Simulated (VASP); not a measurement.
# ScNb2O3 (P-4m2) in VASP: a series of runs

The runs below take ScNb2O3 through single point, relaxation of cell and atoms, with PBE.

Everything below comes from runs of VASP 6.6.1. Logs are shortened: lines on timing, memory, paths and dates and some standing lists are left out, and cuts for length are marked.

### 1 The cell of the first run

The structure is tetragonal, space group P-4m2 (No. 115). The conventional cell has a = 3.296 Å, b = 3.296 Å, c = 7.262 Å, α = 90.00°, β = 90.00°, γ = 90.00°. Sc (site symmetry -4m2) has 4 O at 2.33 Å and 4 Nb at 2.55 Å within 3.1 Å. Within 3.3 Å of Nb (site symmetry 2mm) lie 7 O at 2.48 to 2.55 Å and 2 Sc at 2.55 Å and 4 Nb at 3.30 Å. O (site symmetry 2mm) has 5 Nb at 2.48 to 2.53 Å and 10 O at 2.88 to 3.30 Å and 2 Sc at 3.24 Å within 3.3 Å. Within 3.1 Å of O (site symmetry -4m2) lie 4 Sc at 2.33 Å and 4 Nb at 2.55 Å.

### 2 Single point, PBE

Contents of INCAR:

```
  PREC = Accurate
  ENCUT = 520
  EDIFF = 1E-6
  ISMEAR = 0
  SIGMA = 0.1
  LREAL = F
  LASPH = T
  NELM = 60
  ALGO = Normal
  ISIF = 2
  LWAVE = F
  LCHARG = T
  GGA = PE
  LELF = T
  LVHAR = T
  NBANDS = 36
```

Contents of KPOINTS:

```
regular mesh
0
Gamma
  6 6 4
```

Contents of POSCAR:

```
ScNb2O3
1.0
    3.2960984500      0.0000000000      0.0000000000
    0.0000000000      3.2960984500      0.0000000000
    0.0000000000      0.0000000000      7.2616143500
Sc Nb O
1 2 3
Direct
    0.0000000000      0.0000000000      0.0000000000
    0.0000000000      0.5000000000      0.7315000300
    0.5000000000      0.0000000000      0.2684999700
    0.0000000000      0.5000000000      0.3835000100
    0.5000000000      0.0000000000      0.6164999900
    0.5000000000      0.5000000000      0.0000000000
```

Potentials or basis: VASP PAW PBE potentials, release 64 (Sc_sv, Nb_sv, O).

Command:

```sh
$ cat potpaw_PBE.64/Sc_sv/POTCAR potpaw_PBE.64/Nb_sv/POTCAR potpaw_PBE.64/O/POTCAR > POTCAR
$ mpirun -np 1 vasp_std > vasp.out
```

OUTCAR:

```text
PREC = Accurate
   ENCUT = 520
   EDIFF = 1E-6
   ISMEAR = 0
   LREAL = F
   LASPH = T
   NELM = 60
   ISIF = 2
   GGA = PE

 ion  position               nearest neighbor table
   1  0.000  0.000  0.000-   6 2.33   6 2.33   6 2.33   6 2.33   3 2.55   3 2.55   2 2.55   2 2.55

   2  0.000  0.500  0.732-   5 2.48   5 2.48   5 2.48   5 2.48   1 2.55   1 2.55
   3  0.500  0.000  0.268-   4 2.48   4 2.48   4 2.48   4 2.48   1 2.55   1 2.55
   4  0.000  0.500  0.384-   3 2.48   3 2.48   3 2.48   3 2.48
   5  0.500  0.000  0.616-   2 2.48   2 2.48   2 2.48   2 2.48
   6  0.500  0.500  0.000-   1 2.33   1 2.33   1 2.33   1 2.33

  LATTYP: Found a simple tetragonal cell.
 ALAT       =     3.2960984500
 C/A-ratio  =     2.2030938882

  Lattice vectors:

 A1 = (   3.2960984500,   0.0000000000,   0.0000000000)
 A2 = (   0.0000000000,   3.2960984500,   0.0000000000)
 A3 = (   0.0000000000,   0.0000000000,   7.2616143500)

Analysis of symmetry for initial positions (statically):
=====================================================================
 Subroutine PRICEL returns:
 Original cell was already a primitive cell.

 Routine SETGRP: Setting up the symmetry group for a
 simple tetragonal supercell.

 Subroutine GETGRP returns: Found  8 space group operations
 (whereof  8 operations were pure point group operations)
 out of a pool of 16 trial point group operations.

The static configuration has the point symmetry D_2d.

Analysis of symmetry for dynamics (positions and initial velocities):
=====================================================================
 Subroutine PRICEL returns:
 Original cell was already a primitive cell.

 Routine SETGRP: Setting up the symmetry group for a
 simple tetragonal supercell.

 Subroutine GETGRP returns: Found  8 space group operations
 (whereof  8 operations were pure point group operations)
 out of a pool of 16 trial point group operations.

The dynamic configuration has the point symmetry D_2d.

 Subroutine INISYM returns: Found  8 space group operations
 (whereof  8 operations are pure point group operations),
 and found     1 'primitive' translations

----------------------------------------------------------------------------------------

                                     Primitive cell

  volume of cell :      78.8921

  direct lattice vectors                    reciprocal lattice vectors
     3.296098450  0.000000000  0.000000000     0.303388996  0.000000000  0.000000000
     0.000000000  3.296098450  0.000000000     0.000000000  0.303388996  0.000000000
     0.000000000  0.000000000  7.261614350     0.000000000  0.000000000  0.137710425

  length of vectors
     3.296098450  3.296098450  7.261614350     0.303388996  0.303388996  0.137710425

  position of ions in fractional coordinates (direct lattice)
     0.000000000  0.000000000  0.000000000
     0.000000000  0.500000000  0.731500030
     0.500000000  0.000000000  0.268499970
     0.000000000  0.500000000  0.383500010
     0.500000000  0.000000000  0.616499990
     0.500000000  0.500000000  0.000000000

  ion indices of the primitive-cell ions
   primitive index   ion index
                 1           1
                 2           2
                 3           3
                 4           4
                 5           5
                 6           6

----------------------------------------------------------------------------------------

 KPOINTS: regular mesh

Automatic generation of k-mesh.
 Grid dimensions read from file:
 generate k-points for:    6    6    4

 Generating k-lattice:

  Cartesian coordinates                     Fractional coordinates (reciprocal lattice)
     0.050564833  0.000000000  0.000000000     0.166666667  0.000000000  0.000000000
     0.000000000  0.050564833  0.000000000     0.000000000  0.166666667  0.000000000
     0.000000000  0.000000000  0.034427606     0.000000000  0.000000000  0.250000000

  Length of vectors
     0.050564833  0.050564833  0.034427606

  Shift w.r.t. Gamma in fractional coordinates (k-lattice)
     0.000000000  0.000000000  0.000000000

 Subroutine IBZKPT returns following result:
 ===========================================

 Found     30 irreducible k-points:

 Following reciprocal coordinates:
            Coordinates               Weight
  0.000000  0.000000  0.000000      1.000000
  0.166667  0.000000  0.000000      4.000000
  0.333333  0.000000  0.000000      4.000000
  0.500000  0.000000  0.000000      2.000000
  0.166667  0.166667  0.000000      4.000000
  0.333333  0.166667  0.000000      8.000000
[... 16 lines left out ...]
  0.333333  0.000000  0.500000      4.000000
  0.500000  0.000000  0.500000      2.000000
 [... further k-points ...]
   k-points           NKPTS =     30   k-points in BZ     NKDIM =     30   number of bands    NBANDS=     36
   number of dos      NEDOS =    301   number of ions     NIONS =      6
   total plane-waves  NPLWV =  42336
   dimension x,y,z NGX =    28 NGY =   28 NGZ =   54
   dimension x,y,z NGXF=    56 NGYF=   56 NGZF=  108
   ions per type =               1   2   3
   NGX,Y,Z   is equivalent  to a cutoff of  14.12, 14.12, 12.36 a.u.
   NGXF,Y,Z  is equivalent  to a cutoff of  28.24, 28.24, 24.73 a.u.
 SYSTEM =  unknown system
   PREC   = accura    normal or accurate (medium, high low for compatibility)
   ISTART =      0    job   : 0-new  1-cont  2-samecut
   ICHARG =      2    charge: 1-file 2-atom 10-const
   ISPIN  =      1    spin polarized calculation?
   LNONCOLLINEAR =      F non collinear calculations
   LSORBIT =      F    spin-orbit coupling
   LASPH  =      T    aspherical Exc in radial PAW
   ENCUT  =  520.0 eV  38.22 Ry    6.18 a.u.   6.13  6.13 13.50*2*pi/ulx,y,z
   NELM   =     60;   NELMIN=  2; NELMDL= -5     # of ELM steps
   EDIFF  = 0.1E-05   stopping-criterion for ELM
   LREAL  =      F    real-space projection
   EDIFFG = 0.1E-04   stopping-criterion for IOM
   NSW    =      0    number of steps for IOM
   IBRION =     -1    ionic relax: 0-MD 1-quasi-New 2-CG
   NFREE  =      0    steps in history (QN), initial steepest desc. (CG)
   ISIF   =      2    stress and relaxation
   ISYM   =      2    0-nonsym 1-usesym 2-fastsym
   POTIM  = 0.5000    time-step for ionic-motion
   TEBEG  =    0.0;   TEEND  =   0.0 temperature during run
   PSTRESS=    0.0 pullay stress
   NELECT =      55.0000    total number of electrons
   NUPDOWN=      -1.0000    fix difference up-down
   EMIN   =  10.00;   EMAX   =-10.00  energy-range for DOS
   EFERMI =   0.00;   METHOD = LEGACY
   ISMEAR =     0;   SIGMA  =   0.10  broadening in eV -4-tet -1-fermi 0-gaus
   EFERMI_NEDOS =   21; number of points for ismear=-14 and -15
   IALGO  =     38    algorithm
   IMIX   =      4    mixing-type and parameters
     AMIX     =   0.40;   BMIX     =  1.00
     AMIX_MAG =   1.60;   BMIX_MAG =  1.00
  volume/ion in A,a.u.               =      13.15        88.73
  Fermi-wavevector in a.u.,A,eV,Ry     =   1.451614  2.743153 28.669977  2.107184
  Thomas-Fermi vector in A             =   2.569091
   LORBIT       =      0    0 simple, 1 ext, 2 COOP (PROOUT), +10 PAW based schemes
   GGA     = PE    functional components
   LHFCALC =     F    Hartree Fock is set to
   AEXX    =    0.0000 exact exchange contribution
   IVDW    =     0    specifies the selected vdW correction
   LEPSILON=     F    determine dielectric tensor
   LRPA    =     F    only Hartree local field effects (RPA)
 non-spin polarized calculation
 Gauss-broadening in eV      SIGMA  =   0.10
  energy-cutoff  :      520.00
  volume of cell :       78.89
 maximum number of plane-waves:      2152
 NGX is ok and might be reduce to    28
   NGX = 13   NGY = 13   NGZ = 27

 number of electron      55.0000017 magnetization

 Free energy of the ion-electron system (eV)
  ---------------------------------------------------
  ext. energy  EPLUGINS =         0.00000000
  ---------------------------------------------------
  free energy    TOTEN  =       -46.92826151 eV

  energy without entropy =      -46.90619091  energy(sigma->0) =      -46.91722621

 E-fermi :   8.2974     XC(G=0): -11.6927

 val. band max:        8.2648982931   @ k =   0.3333   0.0000   0.0000
 cond. band min:       8.3020999539   @ k =   0.3333   0.3333   0.0000
 fundamental gap:      0.0372016608
 Fermi energy:         8.2973506037

 k-point     1 :       0.0000    0.0000    0.0000
  band No.  band energies     occupation
      1     -47.5099      2.00000
      2     -47.5033      2.00000
      3     -40.0460      2.00000
      4     -23.6701      2.00000
      5     -23.6176      2.00000
      6     -23.5635      2.00000
[... 28 lines left out ...]
     35      10.2079      0.00000
     36      10.2970      0.00000

 k-point     2 :       0.1667    0.0000    0.0000
  band No.  band energies     occupation
      1     -47.5043      2.00000
      2     -47.4986      2.00000
      3     -40.0408      2.00000
      4     -23.6634      2.00000
      5     -23.6332      2.00000
      6     -23.6204      2.00000
[... 28 lines left out ...]
     35      10.5223      0.00000
     36      10.6115      0.00000

 k-point     3 :       0.3333    0.0000    0.0000
  band No.  band energies     occupation
      1     -47.4930      2.00000
      2     -47.4892      2.00000
      3     -40.0304      2.00000
      4     -23.7692      2.00000
      5     -23.6570      2.00000
      6     -23.6398      2.00000
[... 28 lines left out ...]
     35      10.5646      0.00000
     36      11.4115      0.00000

 k-point     4 :       0.5000    0.0000    0.0000
  band No.  band energies     occupation
      1     -47.4872      2.00000
      2     -47.4846      2.00000
      3     -40.0252      2.00000
      4     -23.8361      2.00000
      5     -23.6814      2.00000
      6     -23.6471      2.00000
[... 28 lines left out ...]
     35      11.0126      0.00000
     36      12.0738      0.00000

 k-point     5 :       0.1667    0.1667    0.0000
  band No.  band energies     occupation
      1     -47.4988      2.00000
      2     -47.4939      2.00000
      3     -40.0357      2.00000
      4     -23.6562      2.00000
      5     -23.6276      2.00000
      6     -23.6220      2.00000
[... 655 lines left out ...]
 k-point    22 :       0.1667    0.0000    0.5000
  band No.  band energies     occupation
      1     -47.5028      2.00000
      2     -47.5001      2.00000
      3     -40.0408      2.00000
      4     -23.6989      2.00000
      5     -23.6329      2.00000
      6     -23.5805      2.00000
[... 28 lines left out ...]
     35      10.3667      0.00000
     36      10.8463      0.00000

 k-point    23 :       0.3333    0.0000    0.5000
  band No.  band energies     occupation
      1     -47.4923      2.00000
      2     -47.4898      2.00000
      3     -40.0304      2.00000
      4     -23.7757      2.00000
      5     -23.6637      2.00000
      6     -23.6089      2.00000
[... 28 lines left out ...]
     35      10.7258      0.00000
     36      11.7657      0.00000

 k-point    24 :       0.5000    0.0000    0.5000
  band No.  band energies     occupation
      1     -47.4872      2.00000
      2     -47.4846      2.00000
      3     -40.0253      2.00000
      4     -23.8418      2.00000
      5     -23.6554      2.00000
      6     -23.6409      2.00000
[... 28 lines left out ...]
     35      11.4765      0.00000
     36      11.5893      0.00000

 [... further k-points ...]
[... 5 lines left out ...]
  --------------------------------------------------------------------------------------
  -------------------------------------------------------------------------------------
  Total      -11.5733437    -11.5733437     -0.9359457      0.0000000      0.0000000      0.0000000
  in kB     -235.0368207   -235.0368207    -19.0076180      0.0000000      0.0000000      0.0000000
  external PRESSURE =    -163.0270864 kB  Pullay stress =       0.0000000 kB

 VOLUME and BASIS-vectors are now :
 -----------------------------------------------------------------------------
  energy-cutoff  :      520.00
  volume of cell :       78.89
      direct lattice vectors                 reciprocal lattice vectors
     3.296098450  0.000000000  0.000000000     0.303388996  0.000000000  0.000000000
     0.000000000  3.296098450  0.000000000     0.000000000  0.303388996  0.000000000
     0.000000000  0.000000000  7.261614350     0.000000000  0.000000000  0.137710425

 POSITION                                       TOTAL-FORCE (eV/Angst)
 -----------------------------------------------------------------------------------
      0.00000      0.00000      0.00000        -0.000000      0.000000     -0.000000
      0.00000      1.64805      5.31187        -0.000000      0.000000     -4.914112
      1.64805      0.00000      1.94974         0.000000      0.000000      4.914112
      0.00000      1.64805      2.78483        -0.000000      0.000000     -1.067852
      1.64805      0.00000      4.47679         0.000000      0.000000      1.067852
      1.64805      1.64805      0.00000        -0.000000     -0.000000     -0.000000
 -----------------------------------------------------------------------------------
    total drift:                                0.000000      0.000000      0.000000

  FREE ENERGIE OF THE ION-ELECTRON SYSTEM (eV)
  ---------------------------------------------------
  free  energy   TOTEN  =       -46.9282615059 eV

  energy  without entropy=      -46.9061909076  energy(sigma->0) =      -46.91722621
```

It took 75 s on 1 thread of Intel Xeon Platinum 8488C (Sapphire Rapids), shared host; peak memory 0.24 GiB.

Results:

| Item | Value |
| --- | --- |
| Free energy | -46.9283 eV |
| Pressure | -16.3 GPa |
| Largest force | 4.914 eV/Å |

Forces in eV/Å, atoms in the order of the input:
```
Sc   0.000  0.000  0.000
Nb   0.000  0.000 -4.914
Nb   0.000  0.000  4.914
O    0.000  0.000 -1.068
O    0.000  0.000  1.068
O    0.000  0.000  0.000
```

Caveat: an odd number of electrons without spin polarisation forces a metal; a magnetic or distorted state may lie lower.

(Part 1 of 3 ends here.)
